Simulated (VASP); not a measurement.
MgS:

```xyz
2
Lattice="0.0000 2.6015 2.6015 2.6015 0.0000 2.6015 2.6015 2.6015 0.0000" Properties=species:S:1:pos:R:3 pbc="T T T"
Mg    0.0000    0.0000    0.0000
S     2.6015    2.6015    2.6015
```

Base run:

| Quantity | Value |
| --- | --- |
| Program | VASP 6.6.1 |
| Functional | HSE06 |
| Potentials or basis | VASP PAW PBE potentials, release 64 (Mg, S) |
| Cutoff | 520 eV |
| k mesh | 6 × 6 × 6 |
| Occupations | gaussian, width 0.01 eV |
| Spin | no spin polarisation |

Its results: band gap on the k mesh 3.75 eV (least direct gap 4.80 eV); pressure -0.7 GPa.

Question: The run is repeated on the same cell with these changes: functional from HSE06 to r2SCAN. What comes out?

Answer: Band gap on the k mesh 3.43 eV (least direct gap 4.62 eV); pressure -0.4 GPa.

Caveats: the PAW data sets were made with another functional, which shifts forces and pressure a little.

A k mesh can miss the band edges.
